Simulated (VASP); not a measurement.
# CdS (Hawleyite) (F-43m) in VASP: notebook, part 2 of 3

VASP 6.6.1. Earlier steps stand in the parts before.

### Step 3. Vibrations by perturbation theory, PBEsol

This run uses another cell than the first one, of 24.70 Å³/atom, 0.973 times its volume.

File INCAR:

```
SYSTEM = CdS
PREC = Accurate
ENCUT = 520
EDIFF = 1E-8
ISMEAR = 0
SIGMA = 0.01
LREAL = .FALSE.
LASPH = .TRUE.
NELM = 80
ALGO = Normal
ISIF = 2
LWAVE = .FALSE.
LCHARG = .FALSE.
GGA = PS
NBANDS = 16
IBRION = 8
NSW = 1
LEPSILON = .TRUE.
```

File KPOINTS:

```
regular mesh
0
G
  6 6 6
  0 0 0
```

File POSCAR:

```
CdS
1.0
    0.0000000000      2.9124546147      2.9124546147
    2.9124546147      0.0000000000      2.9124546147
    2.9124546147      2.9124546147      0.0000000000
Cd S
1 1
Direct
    0.0000000000      0.0000000000      0.0000000000
    0.2500000000      0.2500000000      0.2500000000
```

Potentials or basis: VASP PAW PBE potentials, release 64 (Cd, S).

Run with:

```sh
$ cat potpaw_PBE.64/Cd/POTCAR potpaw_PBE.64/S/POTCAR > POTCAR
$ mpirun -np 1 vasp_std > vasp.out
```

OUTCAR:

```text
SYSTEM = CdS
   PREC = Accurate
   ENCUT = 520
   EDIFF = 1E-8
   ISMEAR = 0
   LREAL = .FALSE.
   LASPH = .TRUE.
   NELM = 80
   ISIF = 2
   GGA = PS
   IBRION = 8
   NSW = 1
   LEPSILON = .TRUE.

 ion  position               nearest neighbor table
   1  0.000  0.000  0.000-   2 2.52   2 2.52   2 2.52   2 2.52
   2  0.250  0.250  0.250-   1 2.52   1 2.52   1 2.52   1 2.52

  LATTYP: Found a face centered cubic cell.
 ALAT       =     5.8249092294

  Lattice vectors:

 A1 = (   0.0000000000,   2.9124546147,   2.9124546147)
 A2 = (   2.9124546147,   0.0000000000,   2.9124546147)
 A3 = (   2.9124546147,   2.9124546147,   0.0000000000)

Analysis of symmetry for initial positions (statically):
=====================================================================
 Subroutine PRICEL returns:
 Original cell was already a primitive cell.

 Routine SETGRP: Setting up the symmetry group for a
 face centered cubic supercell.

 Subroutine GETGRP returns: Found 24 space group operations
 (whereof 24 operations were pure point group operations)
 out of a pool of 48 trial point group operations.

The static configuration has the point symmetry T_d .

Analysis of symmetry for dynamics (positions and initial velocities):
=====================================================================
 Subroutine PRICEL returns:
 Original cell was already a primitive cell.

 Routine SETGRP: Setting up the symmetry group for a
 face centered cubic supercell.

 Subroutine GETGRP returns: Found 24 space group operations
 (whereof 24 operations were pure point group operations)
 out of a pool of 48 trial point group operations.

The dynamic configuration has the point symmetry T_d .

 Subroutine INISYM returns: Found 24 space group operations
 (whereof 24 operations are pure point group operations),
 and found     1 'primitive' translations

----------------------------------------------------------------------------------------

                                     Primitive cell

  volume of cell :      49.4092

  direct lattice vectors                    reciprocal lattice vectors
     0.000000000  2.912454615  2.912454615    -0.171676495  0.171676495  0.171676495
     2.912454615  0.000000000  2.912454615     0.171676495 -0.171676495  0.171676495
     2.912454615  2.912454615  0.000000000     0.171676495  0.171676495 -0.171676495

  length of vectors
     4.118832816  4.118832816  4.118832816     0.297352412  0.297352412  0.297352412

  position of ions in fractional coordinates (direct lattice)
     0.000000000  0.000000000  0.000000000
     0.250000000  0.250000000  0.250000000
[... 483 lines left out ...]
 -----------------------------------------------------------------------------
    -0.00013 -0.67275  0.00000
    -0.67275 -0.00013  0.00000
     0.00000  0.00000 -0.00022

--------------------------------------- Ionic step        4  -------------------------------------------

------------------------ aborting loop because EDIFF is reached ----------------------------------------

[... ionic steps 5 to 6 ...]

--------------------------------------- Ionic step        7  -------------------------------------------

 Free energy of the ion-electron system (eV)
  ---------------------------------------------------
  ---------------------------------------------------
  free energy    TOTEN  =        -0.10699858 eV

  energy without entropy =       -0.10699858

------------------------ aborting loop because EDIFF is reached ----------------------------------------

 INTERNAL STRAIN TENSOR  FOR ION    2  DIRECTION 1   (eV/Angst):
 -----------------------------------------------------------------------------
     0.01650  0.00000  0.00000
     0.00000 -0.00386 -6.58893
     0.00000 -6.58893 -0.00386

 MACROSCOPIC STATIC DIELECTRIC TENSOR (including local field effects in DFT)
 ------------------------------------------------------
           8.170088     0.000000     0.000000
           0.000000     8.170088     0.000000
          -0.000000     0.000000     8.170088
 ------------------------------------------------------

 PIEZOELECTRIC TENSOR (including local field effects)  for field in x, y, z        (e  Angst)
          XX          YY          ZZ          XY          YZ          ZX
  --------------------------------------------------------------------------------
  x    -0.00000     0.00000     0.00000     0.00000    -2.09786     0.00000
  y    -0.00000    -0.00000    -0.00000     0.00000     0.00000    -2.09786
  z     0.00000     0.00000    -0.00000    -2.09786     0.00000     0.00000

 PIEZOELECTRIC TENSOR (including local field effects)  for field in x, y, z        (C/m^2)
          XX          YY          ZZ          XY          YZ          ZX
  --------------------------------------------------------------------------------
  x    -0.00000     0.00000     0.00000     0.00000    -0.68027     0.00000
  y    -0.00000    -0.00000    -0.00000     0.00000     0.00000    -0.68027
  z     0.00000     0.00000    -0.00000    -0.68027     0.00000     0.00000

 BORN EFFECTIVE CHARGES (including local field effects) (in |e|, cummulative output)
 ---------------------------------------------------------------------------------
 ion    1
    1     2.29045     0.00000    -0.00000
    2    -0.00000     2.29045     0.00000
    3     0.00000    -0.00000     2.29045
 ion    2
    1    -2.29045    -0.00000     0.00000
    2     0.00000    -2.29045    -0.00000
    3    -0.00000     0.00000    -2.29045

 INTERNAL STRAIN TENSOR FOR ION    2 for displacements in x,y,z  (eV/Angst):
          X           Y           Z          XY          YZ          ZX
  --------------------------------------------------------------------------------
  x     0.00000    -0.00000    -0.00000     0.00000    -6.58893     0.00000
  y    -0.00000     0.00000    -0.00000     0.00000     0.00000    -6.58893
  z    -0.00000    -0.00000     0.00000    -6.58893     0.00000     0.00000

 SECOND DERIVATIVES (NOT SYMMETRIZED)
 ------------------------------------
               1X          1Y          1Z          2X          2Y          2Z
  1X    -5.126838    0.000000    0.000000    5.126838    0.000000    0.000000
  1Y     0.000000   -5.126838    0.000000    0.000000    5.126838    0.000000
  1Z     0.000000    0.000000   -5.126838    0.000000    0.000000    5.126838
  2X     5.100926    0.000000    0.000000   -5.100926    0.000000    0.000000
  2Y     0.000000    5.100926    0.000000    0.000000   -5.100926    0.000000
  2Z     0.000000    0.000000    5.100926    0.000000    0.000000   -5.100926

 Eigenvectors and eigenvalues of the dynamical matrix
 ----------------------------------------------------

   1 f  =    7.072822 THz    44.439852 2PiTHz  235.923951 cm-1    29.250829 meV
             X         Y         Z           dx          dy          dz
      0.000000  0.000000  0.000000    -0.000000   -0.472040   -0.000000
      1.456227  1.456227  1.456227     0.000000    0.881577   -0.000000
[... 21 lines left out ...]
   6 f/i=    0.007457 THz     0.046852 2PiTHz    0.248730 cm-1     0.030839 meV
             X         Y         Z           dx          dy          dz
      0.000000  0.000000  0.000000     0.002939   -0.124102   -0.872793
      1.456227  1.456227  1.456227     0.001574   -0.066451   -0.467337

--------------------------------------------------------------------------------------------------------

 MACROSCOPIC STATIC DIELECTRIC TENSOR IONIC CONTRIBUTION
 ------------------------------------------------------
           3.757072    -0.000000     0.000000
          -0.000000     3.757072    -0.000000
           0.000000    -0.000000     3.757072
 ------------------------------------------------------

 ELASTIC MODULI CONTR FROM IONIC RELAXATION (kBar)
 Direction    XX          YY          ZZ          XY          YZ          ZX
 --------------------------------------------------------------------------------
 XX          -0.0000     -0.0000      0.0000     -0.0000      0.0000     -0.0000
 YY          -0.0000     -0.0000     -0.0000     -0.0000     -0.0000     -0.0000
 ZZ           0.0000     -0.0000     -0.0000      0.0000     -0.0000     -0.0000
 XY          -0.0000     -0.0000      0.0000   -279.5125      0.0000      0.0000
 YZ           0.0000     -0.0000     -0.0000      0.0000   -279.5125      0.0000
 ZX          -0.0000     -0.0000     -0.0000      0.0000      0.0000   -279.5125
 --------------------------------------------------------------------------------

 PIEZOELECTRIC TENSOR IONIC CONTR  for field in x, y, z        (C/m^2)
          XX          YY          ZZ          XY          YZ          ZX
  --------------------------------------------------------------------------------
  x    -0.00000     0.00000     0.00000    -0.00000     0.96427     0.00000
  y     0.00000     0.00000     0.00000     0.00000    -0.00000     0.96427
  z     0.00000     0.00000    -0.00000     0.96427     0.00000    -0.00000
```

Run time: 3.9 min. Hardware: 1 thread of AMD EPYC 9R45 (Zen 5), shared host; peak memory 0.23 GiB.

Results:

* Electronic dielectric tensor (diagonal): 8.17
* Born charges (mean of the diagonal): Cd +2.29; S -2.29 e
* Highest phonon frequency at Γ, LO-TO splitting left out: 236 cm⁻¹

Phonon frequencies in cm⁻¹ (negative: imaginary):
```
              q point        frequencies
(0.000, 0.000, 0.000)  0 0 0 236 236 236
```

Electronic dielectric tensor:
```
8.17 0.00 0.00
0.00 8.17 0.00
0.00 0.00 8.17
```

Born effective charge tensors (e):
atom 1, Cd
```
2.29 0.00 0.00
0.00 2.29 0.00
0.00 0.00 2.29
```
atom 2, S
```
-2.29  0.00  0.00
 0.00 -2.29  0.00
 0.00  0.00 -2.29
```

Caveat: the PAW data sets were made with another functional, which shifts forces and pressure a little.

[end of part 2 of 3]
